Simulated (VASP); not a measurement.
# WS2 (R3m) in VASP: notebook

WS2 is run at these levels: LDA; tasks: electric field gradients.

Program: VASP 6.6.1. These are calculated values, not measurements. Logs are shortened: lines on timing, memory, paths and dates and some standing lists are left out, and cuts for length are marked.

## (1) The cell of the first run

Symmetry: R3m, No. 160, trigonal system. Conventional cell: a = 3.147 Å, b = 3.147 Å, c = 18.428 Å, α = 90.00°, β = 90.00°, γ = 120.00°. W (site symmetry 3m) has 6 S at 2.38 to 2.41 Å and 6 W at 3.15 Å within 3.2 Å. S (site symmetry 3m) has 3 W at 2.38 Å and 7 S at 3.12 to 3.15 Å within 3.2 Å. Within 3.2 Å of S (site symmetry 3m) lie 3 W at 2.41 Å and 7 S at 3.12 to 3.15 Å.

## (2) Electric field gradients, LDA (17.57 Å³/atom)

Input file INCAR:

```
SYSTEM = WS2
PREC = Accurate
ENCUT = 520
EDIFF = 1E-8
ISMEAR = -1
SIGMA = 0.08
LREAL = .FALSE.
LASPH = .TRUE.
NELM = 100
ALGO = Normal
ISIF = 2
LWAVE = .FALSE.
LCHARG = .FALSE.
GGA = CA
LEFG = .TRUE.
NBANDS = 20
```

Input file KPOINTS:

```
Automatic mesh
0
G
  13 13 13
  0 0 0
```

Input file POSCAR:

```
WS2
1.0
    1.5737194071      0.9085873233      6.1427167022
   -1.5737194071      0.9085873233      6.1427167022
    0.0000000000     -1.8171746466      6.1427167022
W S
1 2
Direct
    0.0000000000      0.0000000000      0.0000000000
    0.7503000000      0.7503000000      0.7503000000
    0.5810000000      0.5810000000      0.5810000000
```

Potentials or basis: VASP PAW LDA potentials, release 64 (W_sv, S).

The run is started by

```bash
> cat potpaw_LDA.64/W_sv/POTCAR potpaw_LDA.64/S/POTCAR > POTCAR
> mpirun -np 1 vasp_std > vasp.out
```

OUTCAR:

```text
SYSTEM = WS2
   PREC = Accurate
   ENCUT = 520
   EDIFF = 1E-8
   ISMEAR = -1
   LREAL = .FALSE.
   LASPH = .TRUE.
   NELM = 100
   ISIF = 2
   GGA = CA

 ion  position               nearest neighbor table
   1  0.000  0.000  0.000-   2 2.38   2 2.38   2 2.38   3 2.41   3 2.41   3 2.41
   2  0.750  0.750  0.750-   1 2.38   1 2.38   1 2.38
   3  0.581  0.581  0.581-   1 2.41   1 2.41   1 2.41

  LATTYP: Found a trigonal (rhomboedric) cell.
 ALAT       =     6.4058638902
 COS(alpha) =     0.8792939096

  Lattice vectors:

 A1 = (   1.5737194071,   0.9085873233,   6.1427167022)
 A2 = (  -1.5737194071,   0.9085873233,   6.1427167022)
 A3 = (   0.0000000000,  -1.8171746466,   6.1427167022)

Analysis of symmetry for initial positions (statically):
=====================================================================
 Subroutine PRICEL returns:
 Original cell was already a primitive cell.

 Routine SETGRP: Setting up the symmetry group for a
 trigonal (rhombohedral) supercell.

 Subroutine GETGRP returns: Found  6 space group operations
 (whereof  6 operations were pure point group operations)
 out of a pool of 12 trial point group operations.

The static configuration has the point symmetry C_3v.

Analysis of symmetry for dynamics (positions and initial velocities):
=====================================================================
 Subroutine PRICEL returns:
 Original cell was already a primitive cell.

 Routine SETGRP: Setting up the symmetry group for a
 trigonal (rhombohedral) supercell.

 Subroutine GETGRP returns: Found  6 space group operations
 (whereof  6 operations were pure point group operations)
 out of a pool of 12 trial point group operations.

The dynamic configuration has the point symmetry C_3v.

 Subroutine INISYM returns: Found  6 space group operations
 (whereof  6 operations are pure point group operations),
 and found     1 'primitive' translations

----------------------------------------------------------------------------------------

                                     Primitive cell

  volume of cell :      52.6994

  direct lattice vectors                    reciprocal lattice vectors
     1.573719407  0.908587323  6.142716702     0.317718647  0.183434946  0.054264807
    -1.573719407  0.908587323  6.142716702    -0.317718647  0.183434946  0.054264807
     0.000000000 -1.817174647  6.142716702     0.000000000 -0.366869892  0.054264807

  length of vectors
     6.405863890  6.405863890  6.405863890     0.370861412  0.370861412  0.370861412

  position of ions in fractional coordinates (direct lattice)
     0.000000000  0.000000000  0.000000000
     0.750300000  0.750300000  0.750300000
     0.581000000  0.581000000  0.581000000

  ion indices of the primitive-cell ions
   primitive index   ion index
                 1           1
                 2           2
                 3           3

----------------------------------------------------------------------------------------

 KPOINTS: Automatic mesh

Automatic generation of k-mesh.
 Grid dimensions read from file:
 generate k-points for:   13   13   13

 Generating k-lattice:

  Cartesian coordinates                     Fractional coordinates (reciprocal lattice)
     0.024439896  0.014110380  0.004174216     0.076923077  0.000000000  0.000000000
    -0.024439896  0.014110380  0.004174216     0.000000000  0.076923077  0.000000000
     0.000000000 -0.028220761  0.004174216     0.000000000  0.000000000  0.076923077

  Length of vectors
     0.028527801  0.028527801  0.028527801

  Shift w.r.t. Gamma in fractional coordinates (k-lattice)
     0.000000000  0.000000000  0.000000000

 Subroutine IBZKPT returns following result:
 ===========================================

 Found    231 irreducible k-points:

 Following reciprocal coordinates:
            Coordinates               Weight
  0.000000  0.000000  0.000000      1.000000
  0.076923  0.000000  0.000000      6.000000
  0.153846  0.000000  0.000000      6.000000
  0.230769 -0.000000 -0.000000      6.000000
  0.307692  0.000000  0.000000      6.000000
  0.384615  0.000000  0.000000      6.000000
[... 16 lines left out ...]
  0.384615  0.153846  0.000000     12.000000
  0.461538  0.153846 -0.000000     12.000000
 [... further k-points ...]
   k-points           NKPTS =    231   k-points in BZ     NKDIM =    231   number of bands    NBANDS=     20
   number of dos      NEDOS =    301   number of ions     NIONS =      3
   total plane-waves  NPLWV = 110592
   dimension x,y,z NGX =    48 NGY =   48 NGZ =   48
   dimension x,y,z NGXF=    96 NGYF=   96 NGZF=   96
   ions per type =               1   2
   NGX,Y,Z   is equivalent  to a cutoff of  12.46, 12.46, 12.46 a.u.
   NGXF,Y,Z  is equivalent  to a cutoff of  24.91, 24.91, 24.91 a.u.
 SYSTEM =  WS2
   PREC   = accura    normal or accurate (medium, high low for compatibility)
   ISTART =      0    job   : 0-new  1-cont  2-samecut
   ICHARG =      2    charge: 1-file 2-atom 10-const
   ISPIN  =      1    spin polarized calculation?
   LNONCOLLINEAR =      F non collinear calculations
   LSORBIT =      F    spin-orbit coupling
   LASPH  =      T    aspherical Exc in radial PAW
   ENCUT  =  520.0 eV  38.22 Ry    6.18 a.u.  11.91 11.91 11.91*2*pi/ulx,y,z
   NELM   =    100;   NELMIN=  2; NELMDL= -5     # of ELM steps
   EDIFF  = 0.1E-07   stopping-criterion for ELM
   LREAL  =      F    real-space projection
   EDIFFG = 0.1E-06   stopping-criterion for IOM
   NSW    =      0    number of steps for IOM
   IBRION =     -1    ionic relax: 0-MD 1-quasi-New 2-CG
   NFREE  =      0    steps in history (QN), initial steepest desc. (CG)
   ISIF   =      2    stress and relaxation
   ISYM   =      2    0-nonsym 1-usesym 2-fastsym
   POTIM  = 0.5000    time-step for ionic-motion
   TEBEG  =    0.0;   TEEND  =   0.0 temperature during run
   PSTRESS=    0.0 pullay stress
   NELECT =      26.0000    total number of electrons
   NUPDOWN=      -1.0000    fix difference up-down
   EMIN   =  10.00;   EMAX   =-10.00  energy-range for DOS
   EFERMI =   0.00;   METHOD = LEGACY
   ISMEAR =    -1;   SIGMA  =   0.08  broadening in eV -4-tet -1-fermi 0-gaus
   EFERMI_NEDOS =   21; number of points for ismear=-14 and -15
   IALGO  =     38    algorithm
   IMIX   =      4    mixing-type and parameters
     AMIX     =   0.40;   BMIX     =  1.00
     AMIX_MAG =   1.60;   BMIX_MAG =  1.00
  volume/ion in A,a.u.               =      17.57       118.54
  Fermi-wavevector in a.u.,A,eV,Ry     =   1.293592  2.444535 22.767727  1.673381
  Thomas-Fermi vector in A             =   2.425228
   LORBIT       =      0    0 simple, 1 ext, 2 COOP (PROOUT), +10 PAW based schemes
   GGA     = CA    functional components
   LHFCALC =     F    Hartree Fock is set to
   AEXX    =    0.0000 exact exchange contribution
   IVDW    =     0    specifies the selected vdW correction
   LEPSILON=     F    determine dielectric tensor
   LRPA    =     F    only Hartree local field effects (RPA)
 non-spin polarized calculation
  energy-cutoff  :      520.00
  volume of cell :       52.70
 maximum number of plane-waves:      1441
   NGX = 23   NGY = 23   NGZ = 23

 number of electron      26.0000000 magnetization

 Free energy of the ion-electron system (eV)
  ---------------------------------------------------
  ext. energy  EPLUGINS =         0.00000000
  ---------------------------------------------------
  free energy    TOTEN  =       -26.24939280 eV

  energy without entropy =      -26.24935524  energy(sigma->0) =      -26.24937402

 E-fermi :   7.8917     XC(G=0): -11.2854

 val. band max:        7.4811831629   @ k =   0.4615   0.4615   0.4615
 cond. band min:       8.4754249953   @ k =  -0.1538   0.1538   0.0000
 fundamental gap:      0.9942418324
 Fermi energy:         7.8916880650

 k-point     1 :       0.0000    0.0000    0.0000
  band No.  band energies     occupation
      1     -66.7010      2.00000
      2     -31.2458      2.00000
      3     -31.0464      2.00000
      4     -31.0464      2.00000
      5      -8.1804      2.00000
      6      -6.1250      2.00000
[... 12 lines left out ...]
     19      15.2737      0.00000
[... 513 lines left out ...]
      4     -31.1713      2.00000
      5      -6.0434      2.00000
      6      -5.5655      2.00000
[... 12 lines left out ...]
     19      15.2066      0.00000
     20      15.7931      0.00000

 [... further k-points ...]

------------------------ aborting loop because EDIFF is reached ----------------------------------------

  FORCE on cell =-STRESS in cart. coord.  units (eV):
  Direction    XX          YY          ZZ          XY          YZ          ZX
  --------------------------------------------------------------------------------------
  -------------------------------------------------------------------------------------
  Total       -0.5959282     -0.5959282     -0.3877222      0.0000000      0.0000000      0.0000000
  in kB      -18.1175214    -18.1175214    -11.7876039      0.0000000      0.0000000      0.0000000
  external PRESSURE =     -16.0075489 kB  Pullay stress =       0.0000000 kB

 VOLUME and BASIS-vectors are now :
 -----------------------------------------------------------------------------
  energy-cutoff  :      520.00
  volume of cell :       52.70
      direct lattice vectors                 reciprocal lattice vectors
     1.573719407  0.908587323  6.142716702     0.317718647  0.183434946  0.054264807
    -1.573719407  0.908587323  6.142716702    -0.317718647  0.183434946  0.054264807
     0.000000000 -1.817174647  6.142716702     0.000000000 -0.366869892  0.054264807

 POSITION                                       TOTAL-FORCE (eV/Angst)
 -----------------------------------------------------------------------------------
      0.00000      0.00000      0.00000         0.000000      0.000000     -0.601428
      0.00000      0.00000     13.82664         0.000000      0.000000      0.252330
      0.00000      0.00000     10.70676         0.000000      0.000000      0.349098
 -----------------------------------------------------------------------------------
    total drift:                                0.000000      0.000000      0.000005

  FREE ENERGIE OF THE ION-ELECTRON SYSTEM (eV)
  ---------------------------------------------------
  free  energy   TOTEN  =       -26.2493928002 eV

  energy  without entropy=      -26.2493552360  energy(sigma->0) =      -26.24937402

 Electric field gradients (V/A^2)
---------------------------------------------------------------------
 ion       V_xx      V_yy      V_zz      V_xy      V_xz      V_yz
---------------------------------------------------------------------
   1      80.507    80.507  -161.014     0.000    -0.000     0.000
   2      25.336    25.336   -50.672     0.000     0.000    -0.000
   3      21.426    21.426   -42.852    -0.000     0.000     0.000
---------------------------------------------------------------------

 Electric field gradients after diagonalization (V/A^2)
 (convention: |V_zz| > |V_xx| > |V_yy|)
----------------------------------------------------------------------
 ion       V_xx      V_yy      V_zz     asymmetry (V_yy - V_xx)/ V_zz
----------------------------------------------------------------------
   1      80.507    80.507  -161.014       0.000
   2      25.336    25.336   -50.672       0.000
   3      21.426    21.426   -42.852       0.000
----------------------------------------------------------------------

           NMR quadrupolar parameters

 Cq : quadrupolar parameter    Cq=e*Q*V_zz/h
 eta: asymmetry parameters     (V_yy - V_xx)/ V_zz
 Q  : nuclear electric quadrupole moment in mb (millibarn)
----------------------------------------------------------------------
 ion       Cq(MHz)       eta       Q (mb)
----------------------------------------------------------------------
   1      -0.389       0.000       1.000
   2      -0.123       0.000       1.000
   3      -0.104       0.000       1.000
----------------------------------------------------------------------
```

Wall time 7.6 min (1 thread of AMD EPYC 9R45 (Zen 5), shared host); peak memory 0.38 GiB.

What came out:

- Free energy: -26.2494 eV
- Pressure: -1.6 GPa
- Largest force: 0.601 eV/Å
- Band gap on the k mesh: 0.99 eV (least direct gap 2.13 eV)
- Largest electric field gradient by atom: W -161.0; S -50.7, -42.9 V/Å²

Forces in eV/Å, atoms in the order of the input:
```
W    0.000  0.000 -0.601
S    0.000  0.000  0.252
S    0.000  0.000  0.349
```

Electric field gradients, principal values (V/Å²):
```
atom   least  middle  greatest (by size)
 1 W  80.507  80.507            -161.014
 2 S  25.336  25.336             -50.672
 3 S  21.426  21.426             -42.852
```

Caveat: without QUAD_EFG the Cq values of the log hold for a quadrupole moment of 1 mb, not for the nuclei; spin-orbit coupling is left out, which moves the levels of the heavy elements. A k mesh can miss the band edges.

## (3) Electric field gradients, LDA (18.45 Å³/atom)

This run uses another cell than the first one, of 18.45 Å³/atom.

Input file INCAR:

```
PREC = Accurate
ENCUT = 520
EDIFF = 1E-8
ISMEAR = -1
SIGMA = 0.08
LREAL = F
LASPH = T
NELM = 80
ALGO = Normal
ISIF = 2
LWAVE = F
LCHARG = F
LEFG = T
NBANDS = 20
```

Input file KPOINTS:

```
regular mesh
0
Gamma
  13 13 13
```

Input file POSCAR:

```
WS2
1.0
    1.5997790880      0.9236328871      6.2444357484
   -1.5997790880      0.9236328871      6.2444357484
    0.0000000000     -1.8472657741      6.2444357484
W S
1 2
Direct
    0.0000000000      0.0000000000      0.0000000000
    0.7503000000      0.7503000000      0.7503000000
    0.5810000000      0.5810000000      0.5810000000
```

Potentials or basis: VASP PAW LDA potentials, release 64 (W_sv, S).

The run is started by

```bash
> cat potpaw_LDA.64/W_sv/POTCAR potpaw_LDA.64/S/POTCAR > POTCAR
> mpirun -np 1 vasp_std > vasp.out
```

OUTCAR:

```text
PREC = Accurate
   ENCUT = 520
   EDIFF = 1E-8
   ISMEAR = -1
   LREAL = F
   LASPH = T
   NELM = 80
   ISIF = 2

 ion  position               nearest neighbor table
   1  0.000  0.000  0.000-   2 2.42   2 2.42   2 2.42   3 2.45   3 2.45   3 2.45
   2  0.750  0.750  0.750-   1 2.42   1 2.42   1 2.42
   3  0.581  0.581  0.581-   1 2.45   1 2.45   1 2.45

  LATTYP: Found a trigonal (rhomboedric) cell.
 ALAT       =     6.5119404678
 COS(alpha) =     0.8792939096

  Lattice vectors:

 A1 = (   1.5997790880,   0.9236328871,   6.2444357484)
 A2 = (  -1.5997790880,   0.9236328871,   6.2444357484)
 A3 = (   0.0000000000,  -1.8472657741,   6.2444357484)

Analysis of symmetry for initial positions (statically):
=====================================================================
 Subroutine PRICEL returns:
 Original cell was already a primitive cell.

 Routine SETGRP: Setting up the symmetry group for a
 trigonal (rhombohedral) supercell.

 Subroutine GETGRP returns: Found  6 space group operations
[... 745 lines left out ...]

 POSITION                                       TOTAL-FORCE (eV/Angst)
 -----------------------------------------------------------------------------------
      0.00000      0.00000      0.00000         0.000000     -0.000000     -0.534476
      0.00000      0.00000     14.05560         0.000000     -0.000000     -0.606270
      0.00000      0.00000     10.88405         0.000000      0.000000      1.140747
 -----------------------------------------------------------------------------------
    total drift:                                0.000000      0.000000     -0.000037

  FREE ENERGIE OF THE ION-ELECTRON SYSTEM (eV)
  ---------------------------------------------------
  free  energy   TOTEN  =       -26.1587597382 eV

  energy  without entropy=      -26.1587241769  energy(sigma->0) =      -26.15874196

 Electric field gradients (V/A^2)
---------------------------------------------------------------------
 ion       V_xx      V_yy      V_zz      V_xy      V_xz      V_yz
---------------------------------------------------------------------
   1      75.341    75.341  -150.681    -0.000     0.000    -0.000
   2      23.431    23.431   -46.863     0.000     0.000    -0.000
   3      19.606    19.606   -39.211    -0.000     0.000    -0.000
---------------------------------------------------------------------

 Electric field gradients after diagonalization (V/A^2)
 (convention: |V_zz| > |V_xx| > |V_yy|)
----------------------------------------------------------------------
 ion       V_xx      V_yy      V_zz     asymmetry (V_yy - V_xx)/ V_zz
----------------------------------------------------------------------
   1      75.341    75.341  -150.681       0.000
   2      23.431    23.431   -46.863       0.000
   3      19.606    19.606   -39.211       0.000
----------------------------------------------------------------------

           NMR quadrupolar parameters

 Cq : quadrupolar parameter    Cq=e*Q*V_zz/h
 eta: asymmetry parameters     (V_yy - V_xx)/ V_zz
 Q  : nuclear electric quadrupole moment in mb (millibarn)
----------------------------------------------------------------------
 ion       Cq(MHz)       eta       Q (mb)
----------------------------------------------------------------------
   1      -0.364       0.000       1.000
   2      -0.113       0.000       1.000
   3      -0.095       0.000       1.000
----------------------------------------------------------------------
```

OSZICAR:

```text
N       E                     dE             d eps       ncg     rms          rms(c)
DAV:   1     0.192138392795E+03    0.19214E+03   -0.12908E+04  9240   0.128E+03
DAV:   2    -0.172366510997E+02   -0.20938E+03   -0.20256E+03 10740   0.338E+02
DAV:   3    -0.274470180357E+02   -0.10210E+02   -0.10094E+02 11628   0.699E+01
DAV:   4    -0.275973210595E+02   -0.15030E+00   -0.15016E+00 11196   0.915E+00
DAV:   5    -0.275998896131E+02   -0.25686E-02   -0.25685E-02 11496   0.126E+00    0.252E+01
DAV:   6    -0.263945340264E+02    0.12054E+01   -0.69533E+00 10136   0.171E+01    0.100E+01
DAV:   7    -0.262300415187E+02    0.16449E+00   -0.17190E+00  9720   0.735E+00    0.549E+00
DAV:   8    -0.261605679346E+02    0.69474E-01   -0.30715E-01 10772   0.357E+00    0.104E+00
DAV:   9    -0.261592048276E+02    0.13631E-02   -0.12298E-02 11264   0.755E-01    0.438E-01
DAV:  10    -0.261587814580E+02    0.42337E-03   -0.32679E-03 10876   0.408E-01    0.728E-02
DAV:  11    -0.261587619822E+02    0.19476E-04   -0.46298E-04 10488   0.138E-01    0.531E-02
DAV:  12    -0.261587587579E+02    0.32244E-05   -0.39778E-05 10888   0.487E-02    0.139E-02
DAV:  13    -0.261587597633E+02   -0.10054E-05   -0.36431E-06 10712   0.138E-02    0.755E-03
DAV:  14    -0.261587597364E+02    0.26860E-07   -0.82000E-07 11292   0.529E-03    0.171E-03
DAV:  15    -0.261587597382E+02   -0.17603E-08   -0.84978E-08 10672   0.209E-03
   1 F= -.26158760E+02 E0= -.26158742E+02  d E =-.355613E-04
```

Wall time 9.5 min (1 thread of Intel Xeon Platinum 8259CL at 2.50GHz (Skylake/Cascade Lake), shared host); peak memory 0.43 GiB.

Results:

```yaml
Free_energy: -26.1588 eV
Pressure: -9.1 GPa
Largest_force: 1.141 eV/Å
Band_gap_on_the_k_mesh: 1.02 eV (least direct gap 1.99 eV)
Largest_electric_field_gradient_by_atom: W -150.7; S -46.9, -39.2 V/Å²
```

Forces on the atoms (eV/Å):
```
W    0.000  0.000 -0.534
S    0.000  0.000 -0.606
S    0.000  0.000  1.141
```

Levels at points of the mesh, in eV from the valence-band top:
```
           k point  band 9  band 10  band 11  band 12  band 13  band 14  band 15  band 16  band 17  band 18
(0.00, 0.00, 0.00)   -3.35    -2.17    -2.17    -1.48    -1.11     2.13     2.13     2.44     2.44     4.47
```

Electric field gradients, principal values (V/Å²):
```
atom   least  middle  greatest (by size)
 1 W  75.341  75.341            -150.681
 2 S  23.431  23.431             -46.863
 3 S  19.606  19.606             -39.211
```

Caveat: the cell stands under tension; without QUAD_EFG the Cq values of the log hold for a quadrupole moment of 1 mb, not for the nuclei; spin-orbit coupling is left out, which moves the levels of the heavy elements; forces of over 1 eV/Å act on the atoms, so gaps and moduli don't describe the material at rest. A k mesh can miss the band edges.
